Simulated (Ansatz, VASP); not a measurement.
## Two plane-wave programs on Ti3Al5

POSCAR

```
Ti3Al5
1.0
    3.8953831800      0.0000000000      0.0000000000
    0.0000000000      3.8953831800      0.0000000000
    0.0000000000      0.0000000000      8.3260242100
Ti Al
3 5
Direct
    0.0000000000      0.0000000000      0.5000000000
    0.5000000000      0.5000000000      0.0000000000
    0.5000000000      0.5000000000      0.5000000000
    0.0000000000      0.5000000000      0.2504879700
    0.0000000000      0.5000000000      0.7495120300
    0.5000000000      0.0000000000      0.2504879700
    0.5000000000      0.0000000000      0.7495120300
    0.0000000000      0.0000000000      0.0000000000
```

Contents of INCAR.step1:

```
PREC = Accurate
ENCUT = 520
ISMEAR = 0
SIGMA = 0.1
LREAL = False
LASPH = True
NELM = 60
NBANDS = 36
GGA = PE
ALGO = Normal
EDIFF = 1E-4
LWAVE = True
LCHARG = False
```

INCAR.step2

```
PREC = Accurate
ENCUT = 520
EDIFF = 1E-6
ISMEAR = 0
SIGMA = 0.1
LREAL = False
LASPH = True
NELM = 60
ALGO = Normal
ISIF = 2
LWAVE = False
LCHARG = True
METAGGA = R2SCAN
LMIXTAU = True
LELF = True
LVHAR = True
NBANDS = 36
ISTART = 1
```

File KPOINTS:

```
Automatic mesh
0
Gamma
  6 6 2
```

Input for Ansatz:

```yaml
crystal:
  lattice:
    - [3.89538318, 0.0, 0.0]
    - [0.0, 3.89538318, 0.0]
    - [0.0, 0.0, 8.32602421]
  atoms:
    - { symbol: Ti, position: [0.0, 0.0, 0.5] }
    - { symbol: Ti, position: [0.5, 0.5, 0.0] }
    - { symbol: Ti, position: [0.5, 0.5, 0.5] }
    - { symbol: Al, position: [0.0, 0.5, 0.25048797] }
    - { symbol: Al, position: [0.0, 0.5, 0.74951203] }
    - { symbol: Al, position: [0.5, 0.0, 0.25048797] }
    - { symbol: Al, position: [0.5, 0.0, 0.74951203] }
    - { symbol: Al, position: [0.0, 0.0, 0.0] }
basis:
  ecutwfc: 500
kpoints:
  mp_grid: { grid: [6, 6, 2] }
hamiltonian:
  xc: r2scan
scf:
  occupations: { method: gaussian, width: 0.1 }
  lower_state_search: "off"
output:
  forces: true
  stress: true
  eigenvalues: true
```

Alike in both runs: task single point; functional r2SCAN; k mesh 6 × 6 × 2; occupations gaussian, width 0.1 eV; no spin polarisation.

|  | VASP | Ansatz |
| --- | --- | --- |
| version | VASP 6.6.1 | Ansatz 0.2.0 |
| potentials or method | VASP PAW PBE potentials, release 64 (Ti_sv, Al), cutoff 520 eV | scalar-relativistic, plane waves, PAW |
| valence electrons in the cell | 51 | 51 |

VASP gave:

```
gap on the k mesh at the Fermi level (eV) : none
pressure (GPa)                            : 0.2
rms of the force components (eV/Å)        : 0.003
```

**Question.** Which values does Ansatz return?

**Answer.** gap on the k mesh at the Fermi level (eV): none; pressure (GPa): 0.2; rms of the force components (eV/Å): 0.008.

VASP's potentials were made for PBE, not for r2SCAN. Atom by atom the forces differ by 0.005 eV/Å (rms over components). A gap of «none» marks a metal or a gap that the smearing closes.

The k mesh is coarse, so the values compare programs but aren't converged.
